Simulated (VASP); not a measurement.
A run of VASP 6.6.1 is set up as follows.

INCAR

```
PREC = Accurate ; ENCUT = 520
EDIFF = 1E-6 ; ISMEAR = 0
SIGMA = 0.15 ; LREAL = False
LASPH = True ; NELM = 80
ALGO = Fast ; ISIF = 2
LWAVE = False ; LCHARG = False
NBANDS = 16
```

The input KPOINTS:

```
regular mesh
0
Gamma
  16 16 12
```

POSCAR

```
Ir
1.0
    0.0000000000     -1.9054060557     -1.9054060557
    0.0000000000      1.9054060557     -1.9054060557
    3.8108121114      0.0000000000      0.0000000000
Ir
2
Direct
    0.5201531846      0.4798468154      0.5000000000
   -0.0201531846      0.0201531846      0.0000000000
```

Potentials or basis: VASP PAW LDA potentials, release 64 (Ir).

Launch:

```bash
$ cat potpaw_LDA.64/Ir/POTCAR > POTCAR
$ mpirun -np 1 vasp_std > vasp.out
```

What does it give for the pressure?

5.3 GPa.

Predict the largest force.

1.282 eV/Å.

Predict the band gap on the k mesh.

zero (bands 9 and 10 overlap by 3.38 eV).

Stress tensor (GPa, compression positive):
```
6.99 0.00 0.00
0.00 7.16 0.00
0.00 0.00 1.65
```

Caveat: the cell differs from its parent crystal (atoms displaced along a vibrational mode); the stress differs along the axes, from 2 to 7 GPa; spin-orbit coupling is left out, which moves the levels of the heavy elements; forces of over 1 eV/Å act on the atoms, so gaps and moduli don't describe the material at rest.
